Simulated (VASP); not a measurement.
# PtSe2 (P-3m1) in VASP: phonons with PBE+D3(BJ)

Aim: the phonons of PtSe2 with PBE+D3(BJ).

Program: VASP 6.6.1. These are calculated values, not measurements. Logs are shortened: lines on timing, memory, paths and dates and some standing lists are left out, and cuts for length are marked.

## 1. The cell of the first run

Symmetry: P-3m1, No. 164, trigonal system. Conventional cell: a = 3.772 Å, b = 3.772 Å, c = 4.820 Å, α = 90.00°, β = 90.00°, γ = 120.00°. Within 3.3 Å of Pt (site symmetry -3m) lie 6 Se at 2.53 Å. Se (site symmetry 3m) has 3 Pt at 2.53 Å and 6 Se at 3.14 to 3.36 Å within 3.4 Å.

## 2. Phonons, PBE+D3(BJ)

The input, INCAR:

```
SYSTEM = PtSe2
PREC = Accurate
ENCUT = 500
EDIFF = 1E-8
ISMEAR = 0
SIGMA = 0.3
LREAL = .False.
LASPH = .True.
NELM = 120
ALGO = Normal
ISIF = 2
LWAVE = .False.
LCHARG = .False.
GGA = PE
IVDW = 12
NBANDS = 18
IBRION = 6
NFREE = 2
POTIM = 0.015
NSW = 1
GGA_COMPAT = .False.
```

The input, KPOINTS:

```
regular mesh
0
Gamma
  15 15 10
  0 0 0
```

The input, POSCAR:

```
PtSe2
1.0
    3.7718984272      0.0000000000      0.0000000000
   -1.8859492136      3.2665598584      0.0000000000
    0.0000000000      0.0000000000      4.8199186216
Pt Se
1 2
Direct
    0.0000000000      0.0000000000      0.0000000000
    0.3333333333      0.6666666667      0.2656812041
    0.6666666667      0.3333333333      0.7343187959
```

Potentials or basis: VASP PAW PBE potentials, release 64 (Pt, Se).

Run with:

```sh
$ cat potpaw_PBE.64/Pt/POTCAR potpaw_PBE.64/Se/POTCAR > POTCAR
$ mpirun -np 1 vasp_std > vasp.out
```

OUTCAR:

```text
SYSTEM = PtSe2
   PREC = Accurate
   ENCUT = 500
   EDIFF = 1E-8
   ISMEAR = 0
   LREAL = .False.
   LASPH = .True.
   NELM = 120
   ISIF = 2
   GGA = PE
   IVDW = 12
   IBRION = 6
   NFREE = 2
   POTIM = 0.015
   NSW = 1
 IVDW          = 12

 ion  position               nearest neighbor table
   1  0.000  0.000  0.000-   2 2.53   3 2.53   2 2.53   3 2.53   3 2.53   2 2.53
   2  0.333  0.667  0.266-   1 2.53   1 2.53   1 2.53
   3  0.667  0.333  0.734-   1 2.53   1 2.53   1 2.53

  LATTYP: Found a hexagonal cell.
 ALAT       =     3.7718984272
 C/A-ratio  =     1.2778495271

  Lattice vectors:

 A1 = (   3.7718984272,   0.0000000000,   0.0000000000)
 A2 = (  -1.8859492136,   3.2665598584,   0.0000000000)
 A3 = (   0.0000000000,   0.0000000000,   4.8199186216)

Analysis of symmetry for initial positions (statically):
=====================================================================
 Subroutine PRICEL returns:
 Original cell was already a primitive cell.

 Routine SETGRP: Setting up the symmetry group for a
 hexagonal supercell.

 Subroutine GETGRP returns: Found 12 space group operations
 (whereof 12 operations were pure point group operations)
 out of a pool of 24 trial point group operations.

The static configuration has the point symmetry D_3d.

Analysis of symmetry for dynamics (positions and initial velocities):
=====================================================================
 Subroutine PRICEL returns:
 Original cell was already a primitive cell.

 Routine SETGRP: Setting up the symmetry group for a
 hexagonal supercell.

 Subroutine GETGRP returns: Found 12 space group operations
 (whereof 12 operations were pure point group operations)
 out of a pool of 24 trial point group operations.

The dynamic configuration has the point symmetry D_3d.

 Subroutine INISYM returns: Found 12 space group operations
 (whereof 12 operations are pure point group operations),
 and found     1 'primitive' translations

----------------------------------------------------------------------------------------

                                     Primitive cell

  volume of cell :      59.3869

  direct lattice vectors                    reciprocal lattice vectors
     3.771898427  0.000000000  0.000000000     0.265118486  0.153066229  0.000000000
    -1.885949214  3.266559858  0.000000000     0.000000000  0.306132458  0.000000000
     0.000000000  0.000000000  4.819918622     0.000000000  0.000000000  0.207472383

  length of vectors
     3.771898427  3.771898427  4.819918622     0.306132458  0.306132458  0.207472383

  position of ions in fractional coordinates (direct lattice)
     0.000000000  0.000000000  0.000000000
     0.333333333  0.666666667  0.265681204
     0.666666667  0.333333333  0.734318796

  ion indices of the primitive-cell ions
   primitive index   ion index
                 1           1
                 2           2
                 3           3

----------------------------------------------------------------------------------------

 KPOINTS: regular mesh

Automatic generation of k-mesh.
 Grid dimensions read from file:
 generate k-points for:   15   15   10

 Generating k-lattice:

  Cartesian coordinates                     Fractional coordinates (reciprocal lattice)
     0.017674566  0.010204415  0.000000000     0.066666667  0.000000000  0.000000000
     0.000000000  0.020408831  0.000000000     0.000000000  0.066666667  0.000000000
     0.000000000  0.000000000  0.020747238     0.000000000  0.000000000  0.100000000

  Length of vectors
     0.020408831  0.020408831  0.020747238

  Shift w.r.t. Gamma in fractional coordinates (k-lattice)
     0.000000000  0.000000000  0.000000000

 Subroutine IBZKPT returns following result:
 ===========================================

 Found    238 irreducible k-points:

 Following reciprocal coordinates:
            Coordinates               Weight
  0.000000  0.000000  0.000000      1.000000
  0.066667  0.000000  0.000000      6.000000
  0.133333  0.000000  0.000000      6.000000
  0.200000  0.000000  0.000000      6.000000
  0.266667  0.000000  0.000000      6.000000
  0.333333  0.000000  0.000000      6.000000
[... 16 lines left out ...]
  0.333333  0.200000  0.000000     12.000000
  0.400000  0.200000  0.000000      6.000000
 [... further k-points ...]
   k-points           NKPTS =    238   k-points in BZ     NKDIM =    238   number of bands    NBANDS=     18
   number of dos      NEDOS =    301   number of ions     NIONS =      3
   total plane-waves  NPLWV =  28224
   dimension x,y,z NGX =    28 NGY =   28 NGZ =   36
   dimension x,y,z NGXF=    56 NGYF=   56 NGZF=   72
   ions per type =               1   2
   NGX,Y,Z   is equivalent  to a cutoff of  12.34, 12.34, 12.42 a.u.
   NGXF,Y,Z  is equivalent  to a cutoff of  24.68, 24.68, 24.83 a.u.
 SYSTEM =  PtSe2
   PREC   = accura    normal or accurate (medium, high low for compatibility)
   ISTART =      0    job   : 0-new  1-cont  2-samecut
   ICHARG =      2    charge: 1-file 2-atom 10-const
   ISPIN  =      1    spin polarized calculation?
   LNONCOLLINEAR =      F non collinear calculations
   LSORBIT =      F    spin-orbit coupling
   LASPH  =      T    aspherical Exc in radial PAW
   ENCUT  =  500.0 eV  36.75 Ry    6.06 a.u.   6.88  6.88  8.79*2*pi/ulx,y,z
   NELM   =    120;   NELMIN=  2; NELMDL= -5     # of ELM steps
   EDIFF  = 0.1E-07   stopping-criterion for ELM
   LREAL  =      F    real-space projection
   EDIFFG = 0.1E-06   stopping-criterion for IOM
   NSW    =     73    number of steps for IOM
   IBRION =      6    ionic relax: 0-MD 1-quasi-New 2-CG
   NFREE  =      2    steps in history (QN), initial steepest desc. (CG)
   ISIF   =      2    stress and relaxation
   ISYM   =      2    0-nonsym 1-usesym 2-fastsym
   POTIM  = 0.0150    time-step for ionic-motion
   TEBEG  =    0.0;   TEEND  =   0.0 temperature during run
   PSTRESS=    0.0 pullay stress
   NELECT =      22.0000    total number of electrons
   NUPDOWN=      -1.0000    fix difference up-down
   EMIN   =  10.00;   EMAX   =-10.00  energy-range for DOS
   EFERMI =   0.00;   METHOD = LEGACY
   ISMEAR =     0;   SIGMA  =   0.30  broadening in eV -4-tet -1-fermi 0-gaus
   EFERMI_NEDOS =   21; number of points for ismear=-14 and -15
   IALGO  =     38    algorithm
   IMIX   =      4    mixing-type and parameters
     AMIX     =   0.40;   BMIX     =  1.00
     AMIX_MAG =   1.60;   BMIX_MAG =  1.00
  volume/ion in A,a.u.               =      19.80       133.59
  Fermi-wavevector in a.u.,A,eV,Ry     =   1.175761  2.221866 18.808875  1.382413
  Thomas-Fermi vector in A             =   2.312136
   LORBIT       =      0    0 simple, 1 ext, 2 COOP (PROOUT), +10 PAW based schemes
   GGA     = PE    functional components
   LHFCALC =     F    Hartree Fock is set to
   AEXX    =    0.0000 exact exchange contribution
   IVDW    =    12    specifies the selected vdW correction
   LEPSILON=     F    determine dielectric tensor
   LRPA    =     F    only Hartree local field effects (RPA)
 finite differences with symmetry
 non-spin polarized calculation
 Gauss-broadening in eV      SIGMA  =   0.30
  energy-cutoff  :      500.00
  volume of cell :       59.39
 maximum number of plane-waves:      1522
   NGX = 13   NGY = 13   NGZ = 17

--------------------------------------- Ionic step        1  -------------------------------------------

 number of electron      21.9999997 magnetization

 Free energy of the ion-electron system (eV)
  ---------------------------------------------------
  ext. energy  EPLUGINS =         0.00000000
  ---------------------------------------------------
  free energy    TOTEN  =       -14.21186107 eV

  energy without entropy =      -14.17803637  energy(sigma->0) =      -14.19494872

------------------------ aborting loop because EDIFF is reached ----------------------------------------

 Edisp (eV)   -1.47065

 E8    (eV) :    -0.6319
[... 319 lines left out ...]
--------------------------------------- Ionic step        9  -------------------------------------------

 number of electron      21.9999997 magnetization

 Free energy of the ion-electron system (eV)
  ---------------------------------------------------
  ext. energy  EPLUGINS =         0.00000000
  ---------------------------------------------------
  free energy    TOTEN  =       -14.21101155 eV

  energy without entropy =      -14.17751693  energy(sigma->0) =      -14.19426424

 E-fermi :   6.6710     XC(G=0): -10.8220

 val. band max:        6.6568444192   @ k =   0.0667   0.0000   0.2000
 cond. band min:       6.6850607708   @ k =   0.0000   0.2000   0.3000
 fundamental gap:      0.0282163516
 Fermi energy:         6.6709747185

 k-point     1 :       0.0000    0.0000    0.0000
  band No.  band energies     occupation
      1      -8.9640      2.00000
      2      -5.8596      2.00000
      3      -0.3995      2.00000
      4       0.4591      2.00000
      5       0.4591      2.00000
      6       2.9205      2.00000
[... 481 lines left out ...]
      5       1.2821      2.00000
      6       1.8794      2.00000
[... 10 lines left out ...]
     17      15.7117      0.00000
     18      17.0682      0.00000

 [... further k-points ...]

------------------------ aborting loop because EDIFF is reached ----------------------------------------

 Edisp (eV)   -1.47033

 E8    (eV) :    -0.6317
[... 26 lines left out ...]
  FREE ENERGIE OF THE ION-ELECTRON SYSTEM (eV)
  ---------------------------------------------------
  free  energy   TOTEN  =       -15.6813411705 eV

  energy  without entropy=      -15.6478465529  energy(sigma->0) =      -15.66459386

 INTERNAL STRAIN TENSORS FROM DISPLACED ATOMS
 ============================================

 INTERNAL STRAIN TENSOR FOR ION    1 for displacements in x,y,z  (eV/Angst):
          X           Y           Z          XY          YZ          ZX
  --------------------------------------------------------------------------------
  x     0.00000     0.00000     0.00000     0.00000     0.00000     0.00000
  y     0.00000     0.00000     0.00000     0.00000     0.00000     0.00000
  z     0.00000     0.00000     0.00000     0.00000     0.00000     0.00000

 INTERNAL STRAIN TENSOR FOR ION    3 for displacements in x,y,z  (eV/Angst):
          X           Y           Z          XY          YZ          ZX
  --------------------------------------------------------------------------------
  x     0.00000     0.00000     0.00000    -3.88319    -0.00000     7.79981
  y    -3.88319     3.88319     0.00000     0.00000     7.79980     0.00000
  z     9.70390     9.70390    11.03102     0.00000     0.00000     0.00000

 Eigenvectors and eigenvalues of the dynamical matrix
 ----------------------------------------------------

   1 f  =    6.437811 THz    40.449961 2PiTHz  214.742270 cm-1    26.624636 meV
             X         Y         Z           dx          dy          dz
      0.000000  0.000000  0.000000    -0.000000   -0.000000   -0.668899
     -0.000000  2.177707  1.280562     0.000000    0.000000    0.525630
      1.885949  1.088853  3.539357     0.000000    0.000000    0.525630
[... 25 lines left out ...]
   6 f  =    4.692083 THz    29.481230 2PiTHz  156.511057 cm-1    19.404889 meV
             X         Y         Z           dx          dy          dz
      0.000000  0.000000  0.000000     0.000000   -0.000000   -0.000000
     -0.000000  2.177707  1.280562     0.000007   -0.707107   -0.000000
      1.885949  1.088853  3.539357    -0.000007    0.707107    0.000000

   7 f/i=    0.000213 THz     0.001341 2PiTHz    0.007117 cm-1     0.000882 meV
             X         Y         Z           dx          dy          dz
      0.000000  0.000000  0.000000    -0.701628   -0.245601    0.000000
     -0.000000  2.177707  1.280562    -0.446409   -0.156263    0.000000
      1.885949  1.088853  3.539357    -0.446409   -0.156263    0.000000

   8 f/i=    0.000213 THz     0.001341 2PiTHz    0.007117 cm-1     0.000882 meV
             X         Y         Z           dx          dy          dz
      0.000000  0.000000  0.000000     0.245601   -0.701628    0.000000
     -0.000000  2.177707  1.280562     0.156263   -0.446409    0.000000
      1.885949  1.088853  3.539357     0.156263   -0.446409    0.000000

   9 f/i=    0.000393 THz     0.002470 2PiTHz    0.013112 cm-1     0.001626 meV
             X         Y         Z           dx          dy          dz
      0.000000  0.000000  0.000000     0.000000   -0.000000   -0.743353
     -0.000000  2.177707  1.280562     0.000000   -0.000000   -0.472983
      1.885949  1.088853  3.539357     0.000000   -0.000000   -0.472983

 ELASTIC MODULI CONTR FROM IONIC RELAXATION (kBar)
 Direction    XX          YY          ZZ          XY          YZ          ZX
 --------------------------------------------------------------------------------
 XX        -540.3684   -311.5868   -484.2348      0.0000    229.7658     -0.0000
 YY        -311.5868   -540.3684   -484.2348     -0.0000   -229.7658      0.0000
 ZZ        -484.2348   -484.2348   -550.4593      0.0000     -0.0000     -0.0000
 XY           0.0000     -0.0000      0.0000   -114.3908     -0.0000    229.7661
 YZ         229.7658   -229.7658     -0.0000     -0.0000   -461.5084      0.0000
 ZX          -0.0000      0.0000     -0.0000    229.7661      0.0000   -461.5098
 --------------------------------------------------------------------------------
```

Run time: 18 min. Hardware: 1 thread of Intel Xeon 6975P-C (Granite Rapids), shared host; peak memory 1.6 GiB.

Results:

```yaml
Highest_phonon_frequency_at_Γ_LO-TO_splitting_left_out: 215 cm⁻¹
Dispersion_energy_per_atom: -0.490 eV
```

Phonon frequencies in cm⁻¹ (negative: imaginary):
```tsv
q point	frequencies
(0.000, 0.000, 0.000)	0 0 0 157 157 203 212 212 215
```

Caveat: so wide a smearing shifts energies and pressures; spin-orbit coupling is left out, which moves the levels of the heavy elements.
